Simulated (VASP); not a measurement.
C: single point with PBE+D3(BJ)

The system is C.

```xyz
2
Lattice="0.0000 1.7800 1.7800 1.7800 0.0000 1.7800 1.7800 1.7800 0.0000" Properties=species:S:1:pos:R:3 pbc="T T T"
C     0.0000    0.0000    0.0000
C     0.8900    0.8900    0.8900
```

```
Program             : VASP 6.6.1
Task                : single point
Functional          : PBE
Dispersion          : D3(BJ)
Potentials or basis : VASP PAW PBE potentials, release 64 (C)
Cutoff              : 600 eV
k mesh              : 8 × 8 × 8
Occupations         : gaussian, width 0.1 eV
Spin                : no spin polarisation
```

- Pressure: -1.1 GPa
- Band gap on the k mesh: 4.15 eV, indirect (least direct gap 5.61 eV)
- Dispersion energy per atom: -0.192 eV

Levels at points of the mesh, in eV from the valence-band top:
```tsv
k point	band 1	band 2	band 3	band 4	band 5	band 6	band 7	band 8
(0.00, 0.00, 0.00)	-21.55	0.00	0.00	0.00	5.61	5.61	5.61	13.46
(0.50, 0.00, 0.00)	-15.75	-13.44	-2.81	-2.81	8.48	8.48	8.92	15.75
(0.50, 0.50, 0.00)	-12.80	-12.80	-6.33	-6.33	4.77	4.77	16.89	16.89
```

It took 7.1 s on 1 thread of AMD EPYC 7R13 (shared host), peak memory 0.1 GiB.

A k mesh can miss the band edges.
